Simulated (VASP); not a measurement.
GaCu3, 4 atoms in the cell. The structure is cubic, space group Pm-3m (No. 221). Conventional cell: a = 3.645 Å, b = 3.645 Å, c = 3.645 Å, α = 90.00°, β = 90.00°, γ = 90.00°. Within 3.4 Å of Ga (site symmetry m-3m) lie 12 Cu at 2.58 Å. Within 3.4 Å of Cu (site symmetry 4/mmm) lie 4 Ga at 2.58 Å and 8 Cu at 2.58 Å. 

* Program: VASP 6.6.1
* Task: single point
* Functional: r2SCAN
* Potentials or basis: VASP PAW PBE potentials, release 64 (Ga_d, Cu)
* Cutoff: 520 eV
* k mesh: 8 × 8 × 8, shifted
* Occupations: gaussian, width 0.1 eV
* Spin: no spin polarisation
* Dipole correction: no
* Further INCAR settings: ALGO = Normal; EDIFF = 1e-07; NBANDS = 31

Potentials or basis: VASP PAW PBE potentials, release 64 (Ga_d, Cu).

Run with:

```sh
$ cat potpaw_PBE.64/Ga_d/POTCAR potpaw_PBE.64/Cu/POTCAR > POTCAR
$ cp INCAR.step1 INCAR
$ mpirun -np 1 vasp_std > vasp.out
$ cp INCAR.step2 INCAR
$ mpirun -np 1 vasp_std > vasp.out
```

Hardware: 1 thread of Intel Xeon 8259CL, with other jobs on the host.

Q: How long does it take, and how much memory?

A: It took 3.9 min on 1 thread of Intel Xeon 8259CL, on a shared host, peak memory 0.18 GiB. Counts: k points 20.
